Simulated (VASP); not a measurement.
# W (I4/mmm) in VASP: further runs

W is run at these levels: PBE; tasks: single point.

All numbers are computed with VASP 6.6.1; they aren't measurements. Logs are shortened: lines on timing, memory, paths and dates and some standing lists are left out, and cuts for length are marked.

## 1. The cell of the first run

The structure is tetragonal, space group I4/mmm (No. 139). Conventional cell: a = 3.279 Å, b = 3.279 Å, c = 3.088 Å, α = 90.00°, β = 90.00°, γ = 90.00°. Within 3.7 Å of W (site symmetry 4/mmm) lie 14 W at 2.79 to 3.28 Å.

## 2. Single point, PBE (strain +0.030 along x and y, -0.030 along z)

The input, INCAR:

```
SYSTEM = W
PREC = Accurate
ENCUT = 520
EDIFF = 1E-6
ISMEAR = 0
SIGMA = 0.15
LREAL = .FALSE.
LASPH = .TRUE.
NELM = 60
ALGO = Fast
ISIF = 2
LWAVE = .FALSE.
LCHARG = .TRUE.
GGA = PE
LELF = .TRUE.
LVHAR = .TRUE.
NBANDS = 13
```

The input, KPOINTS:

```
regular mesh
0
G
  26 26 26
  0 0 0
```

The input, POSCAR:

```
W
1.0
   -1.6395327021      1.6395327021      1.5440259427
    1.6395327021     -1.6395327021      1.5440259427
    1.6395327021      1.6395327021     -1.5440259427
W
1
Direct
    0.0000000000      0.0000000000      0.0000000000
```

Potentials or basis: VASP PAW PBE potentials, release 64 (W_sv).

Started as:

```
$ cat potpaw_PBE.64/W_sv/POTCAR > POTCAR
$ mpirun -np 1 vasp_std > vasp.out
```

OUTCAR:

```text
SYSTEM = W
   PREC = Accurate
   ENCUT = 520
   EDIFF = 1E-6
   ISMEAR = 0
   LREAL = .FALSE.
   LASPH = .TRUE.
   NELM = 60
   ISIF = 2
   GGA = PE

 ion  position               nearest neighbor table
   1  0.000  0.000  0.000-

  LATTYP: Found a body centered tetragonal cell.
 ALAT       =     3.2790654042
 C/A-ratio  =     0.9417475728

  Lattice vectors:

 A1 = (  -1.6395327021,   1.6395327021,   1.5440259427)
 A2 = (   1.6395327021,  -1.6395327021,   1.5440259427)
 A3 = (   1.6395327021,   1.6395327021,  -1.5440259427)

Analysis of symmetry for initial positions (statically):
=====================================================================
 Subroutine PRICEL returns:
 Original cell was already a primitive cell.

 Routine SETGRP: Setting up the symmetry group for a
 body centered tetragonal supercell.

 Subroutine GETGRP returns: Found 16 space group operations
 (whereof 16 operations were pure point group operations)
 out of a pool of 16 trial point group operations.

The static configuration has the point symmetry D_4h.

Analysis of symmetry for dynamics (positions and initial velocities):
=====================================================================
 Subroutine PRICEL returns:
 Original cell was already a primitive cell.

 Routine SETGRP: Setting up the symmetry group for a
 body centered tetragonal supercell.

 Subroutine GETGRP returns: Found 16 space group operations
 (whereof 16 operations were pure point group operations)
 out of a pool of 16 trial point group operations.

The dynamic configuration has the point symmetry D_4h.

 Subroutine INISYM returns: Found 16 space group operations
 (whereof 16 operations are pure point group operations),
 and found     1 'primitive' translations

----------------------------------------------------------------------------------------

                                     Primitive cell

  volume of cell :      16.6018

  direct lattice vectors                    reciprocal lattice vectors
    -1.639532702  1.639532702  1.544025943     0.000000000  0.304964945  0.323828756
     1.639532702 -1.639532702  1.544025943     0.304964945  0.000000000  0.323828756
     1.639532702  1.639532702 -1.544025943     0.304964945  0.304964945  0.000000000

  length of vectors
     2.785704772  2.785704772  2.785704772     0.444824326  0.444824326  0.431285561
[... 85 lines left out ...]
   ISIF   =      2    stress and relaxation
   ISYM   =      2    0-nonsym 1-usesym 2-fastsym
   POTIM  = 0.5000    time-step for ionic-motion
   TEBEG  =    0.0;   TEEND  =   0.0 temperature during run
   PSTRESS=    0.0 pullay stress
   NELECT =      14.0000    total number of electrons
   NUPDOWN=      -1.0000    fix difference up-down
   EMIN   =  10.00;   EMAX   =-10.00  energy-range for DOS
   EFERMI =   0.00;   METHOD = LEGACY
   ISMEAR =     0;   SIGMA  =   0.15  broadening in eV -4-tet -1-fermi 0-gaus
   EFERMI_NEDOS =   21; number of points for ismear=-14 and -15
   IALGO  =     68    algorithm
   IMIX   =      4    mixing-type and parameters
     AMIX     =   0.40;   BMIX     =  1.00
     AMIX_MAG =   1.60;   BMIX_MAG =  1.00
  volume/ion in A,a.u.               =      16.60       112.03
  Fermi-wavevector in a.u.,A,eV,Ry     =   1.546676  2.922793 32.547934  2.392206
  Thomas-Fermi vector in A             =   2.651878
   LORBIT       =      0    0 simple, 1 ext, 2 COOP (PROOUT), +10 PAW based schemes
   GGA     = PE    functional components
   LHFCALC =     F    Hartree Fock is set to
   AEXX    =    0.0000 exact exchange contribution
   IVDW    =     0    specifies the selected vdW correction
   LEPSILON=     F    determine dielectric tensor
   LRPA    =     F    only Hartree local field effects (RPA)
 non-spin polarized calculation
 RMM-DIIS sequential band-by-band and
 Gauss-broadening in eV      SIGMA  =   0.15
  energy-cutoff  :      520.00
  volume of cell :       16.60
 maximum number of plane-waves:       466
 NGX is ok and might be reduce to    24
   NGX = 11   NGY = 11   NGZ = 11

 number of electron      14.0000001 magnetization

 Free energy of the ion-electron system (eV)
  ---------------------------------------------------
  ext. energy  EPLUGINS =         0.00000000
  ---------------------------------------------------
  free energy    TOTEN  =       -12.90985662 eV

  energy without entropy =      -12.90484277  energy(sigma->0) =      -12.90734970

 E-fermi :  10.7831     XC(G=0): -13.3798

 val. band max:       10.7819419185   @ k =  -0.3077   0.3462   0.1923
 cond. band min:      10.7837869807   @ k =  -0.0769  -0.4615   0.0385
 fundamental gap:      0.0018450622
 Fermi energy:        10.7830663949

 k-point     1 :       0.0000    0.0000    0.0000
  band No.  band energies     occupation
      1     -63.4584      2.00000
      2     -27.0954      2.00000
      3     -27.0954      2.00000
      4     -27.0600      2.00000
      5       1.4073      2.00000
      6       9.1476      2.00000
      7       9.9292      2.00000
      8       9.9292      2.00000
      9      12.3796      0.00000
     10      13.4146      0.00000
     11      24.8508      0.00000
     12      24.8508      0.00000
     13      26.0157      0.00000
[... 354 lines left out ...]
  band No.  band energies     occupation
      1     -63.3560      2.00000
      2     -28.0871      2.00000
      3     -27.4408      2.00000
      4     -27.1161      2.00000
      5       4.8807      2.00000
      6       7.3709      2.00000
      7      10.3187      1.99999
      8      12.9121      0.00000
      9      14.0383      0.00000
     10      15.5024      0.00000
     11      22.4468      0.00000
     12      22.8686      0.00000
     13      27.9948      0.00000

 [... further k-points ...]

------------------------ aborting loop because EDIFF is reached ----------------------------------------

  FORCE on cell =-STRESS in cart. coord.  units (eV):
  Direction    XX          YY          ZZ          XY          YZ          ZX
  --------------------------------------------------------------------------------------
  -------------------------------------------------------------------------------------
  Total       -1.3750979     -1.3750979      0.4932757      0.0000000      0.0000000     -0.0000000
  in kB     -132.7056609   -132.7056609     47.6042295      0.0000000      0.0000000     -0.0000000
  external PRESSURE =     -72.6023641 kB  Pullay stress =       0.0000000 kB

 VOLUME and BASIS-vectors are now :
 -----------------------------------------------------------------------------
  energy-cutoff  :      520.00
  volume of cell :       16.60
      direct lattice vectors                 reciprocal lattice vectors
    -1.639532702  1.639532702  1.544025943     0.000000000  0.304964945  0.323828756
     1.639532702 -1.639532702  1.544025943     0.304964945  0.000000000  0.323828756
     1.639532702  1.639532702 -1.544025943     0.304964945  0.304964945  0.000000000

 POSITION                                       TOTAL-FORCE (eV/Angst)
 -----------------------------------------------------------------------------------
      0.00000      0.00000      0.00000         0.000000      0.000000     -0.000000
 -----------------------------------------------------------------------------------
    total drift:                               -0.000000      0.000000      0.000000

  FREE ENERGIE OF THE ION-ELECTRON SYSTEM (eV)
  ---------------------------------------------------
  free  energy   TOTEN  =       -12.9098566179 eV

  energy  without entropy=      -12.9048427723  energy(sigma->0) =      -12.90734970
```

stdout:

```text
POSCAR found type information on POSCAR W
 POSCAR found :  1 types and       1 ions
 scaLAPACK will be used
 LDA part: xc-table for (Slater+PW92), standard interpolation
 POSCAR, INCAR and KPOINTS ok, starting setup
 FFT: planning ... GRIDC
 FFT: planning ... GRID_SOFT
 FFT: planning ... GRID
 WAVECAR not read
 entering main loop
```

Wall time 3.8 min (1 thread of AMD EPYC 7R13 (Zen 3), shared host); peak memory 0.34 GiB.

Results:

| Quantity | Value |
| --- | --- |
| Free energy | -12.9099 eV |
| Pressure | -7.3 GPa |
| Band gap on the k mesh | zero (bands 7 and 8 overlap by 5.80 eV) |

Levels at points of the mesh, in eV from the Fermi level:
```
           k point  band 3  band 4  band 5  band 6  band 7  band 8  band 9  band 10  band 11  band 12
(0.00, 0.00, 0.00)  -37.88  -37.84   -9.38   -1.64   -0.85   -0.85    1.60     2.63    14.07    14.07
(0.50, 0.00, 0.00)  -38.25  -37.89   -5.96   -3.59    0.70    2.09    3.40     5.75    10.50    11.28
(0.50, 0.50, 0.00)  -38.17  -37.85   -6.00   -2.79    0.24    1.35    2.62     5.64    10.05    11.62
(0.50, 0.50, 0.50)  -38.69  -38.53   -5.54   -5.40    4.77    4.77    5.01     7.35     7.35     9.00
```

Caveat: the cell differs from its parent crystal (strain +0.030 along x and y, -0.030 along z); the stress differs along the axes, from -13 to 5 GPa; spin-orbit coupling is left out, which moves the levels of the heavy elements.

## 3. Single point, PBE (strain +0.015 along x and y, +0.000 along z)

The input, INCAR:

```
SYSTEM = W
PREC = Accurate
ENCUT = 520
EDIFF = 1E-7
ISMEAR = 0
SIGMA = 0.15
LREAL = .False.
LASPH = .True.
NELM = 60
ALGO = Fast
ISIF = 2
LWAVE = .False.
LCHARG = .False.
GGA = PE
NBANDS = 13
```

The input, KPOINTS:

```
Automatic mesh
0
Gamma
  26 26 26
  0 0 0
```

The input, POSCAR:

```
W
1.0
   -1.6156560122      1.6156560122      1.5917793224
    1.6156560122     -1.6156560122      1.5917793224
    1.6156560122      1.6156560122     -1.5917793224
W
1
Direct
    0.0000000000      0.0000000000      0.0000000000
```

Potentials or basis: VASP PAW PBE potentials, release 64 (W_sv).

Started as:

```
$ cat potpaw_PBE.64/W_sv/POTCAR > POTCAR
$ mpirun -np 1 vasp_std > vasp.out
```

Wall time 4.5 min (1 thread of AMD EPYC 7R13 (Zen 3), shared host); peak memory 0.34 GiB.

The run converged. Its results:

```
Free energy            : -12.9435 eV
Pressure               : -8.0 GPa
Band gap on the k mesh : zero (bands 7 and 8 overlap by 5.92 eV)
```

Stress tensor (GPa, compression positive):
```
-9.45  0.00  0.00
 0.00 -9.45  0.00
 0.00  0.00 -5.15
```

Levels at points of the mesh, in eV from the Fermi level:
```
           k point  band 5  band 6  band 7  band 8  band 9  band 10
(0.00, 0.00, 0.00)   -9.37   -1.27   -1.08   -1.08    2.03     2.28
(0.50, 0.00, 0.00)   -5.97   -3.40    0.57    2.08    3.00     5.75
(0.50, 0.50, 0.00)   -5.97   -3.21    0.46    1.86    2.86     5.71
(0.50, 0.50, 0.50)   -5.48   -5.44    4.81    4.81    4.87     7.75
```

Caveat: the cell differs from its parent crystal (strain +0.015 along x and y, +0.000 along z); the cell stands under tension; spin-orbit coupling is left out, which moves the levels of the heavy elements.

## 4. Single point, PBE (strain +0.030 along x and y, -0.015 along z)

The input, INCAR:

```
SYSTEM = W
  PREC = Accurate
  ENCUT = 520
  EDIFF = 1E-7
  ISMEAR = 0
  SIGMA = 0.15
  LREAL = .False.
  LASPH = .True.
  NELM = 80
  ALGO = Fast
  ISIF = 2
  LWAVE = .False.
  LCHARG = .False.
  GGA = PE
  NBANDS = 13
```

The input, KPOINTS:

```
regular mesh
0
Gamma
  26 26 26
  0 0 0
```

The input, POSCAR:

```
W
1.0
   -1.6395327021      1.6395327021      1.5679026326
    1.6395327021     -1.6395327021      1.5679026326
    1.6395327021      1.6395327021     -1.5679026326
W
1
Direct
    0.0000000000      0.0000000000      0.0000000000
```

Started as:

```
$ cat potpaw_PBE.64/W_sv/POTCAR > POTCAR
$ mpirun -np 1 vasp_std > vasp.out
```

Wall time 4.8 min (1 thread of AMD EPYC 7R13 (Zen 3), shared host); peak memory 0.35 GiB.

The run converged. Its results:

```yaml
Free_energy: -12.9113 eV
Pressure: -11.5 GPa
Band_gap_on_the_k_mesh: zero (bands 7 and 8 overlap by 5.73 eV)
```

Stress tensor (GPa, compression positive):
```
-15.75   0.00   0.00
  0.00 -15.75   0.00
  0.00   0.00  -2.98
```

Levels at points of the mesh, in eV from the Fermi level:
```
           k point  band 5  band 6  band 7  band 8  band 9  band 10
(0.00, 0.00, 0.00)   -9.29   -1.48   -0.92   -0.92    1.72     2.47
(0.50, 0.00, 0.00)   -5.87   -3.46    0.61    2.07    3.17     5.63
(0.50, 0.50, 0.00)   -5.90   -2.88    0.28    1.49    2.64     5.54
(0.50, 0.50, 0.50)   -5.41   -5.30    4.68    4.68    4.86     7.38
```

Caveat: the cell differs from its parent crystal (strain +0.030 along x and y, -0.015 along z); the stress differs along the axes, from -16 to -3 GPa; spin-orbit coupling is left out, which moves the levels of the heavy elements.

## 5. Overview

| cell | further INCAR settings | gap on the mesh (eV) | pressure (GPa) |
| --- | --- | --- | --- |
| a = 2.786 Å, angles 107.9, 107.9, 112.7°, 1 atom | ALGO = Fast; EDIFF = 1e-06; NBANDS = 13 | none | -7.3 |
| a = 2.785 Å, angles 109.1, 109.1, 110.3°, 1 atom | ALGO = Fast; EDIFF = 1e-07; NBANDS = 13 | none | -8.0 |
| a = 2.799 Å, angles 108.3, 108.3, 111.9°, 1 atom | ALGO = Fast; EDIFF = 1e-07; NBANDS = 13 | none | -11.5 |

Alike in all rows: task single point; level PBE; potentials or basis VASP PAW PBE potentials, release 64 (W_sv); no spin polarisation; k mesh 26 × 26 × 26; cutoff (eV) 520; smearing gaussian 0.15 eV.

Caveats: spin-orbit coupling is left out, which moves the levels of the heavy elements; the stress differs along the axes, from -13 to 5 GPa (at least some runs); the cell stands under tension (at least some runs); the stress differs along the axes, from -16 to -3 GPa (at least some runs).

Total energies depend on the potentials used, so only differences within one code and one set of settings carry meaning.
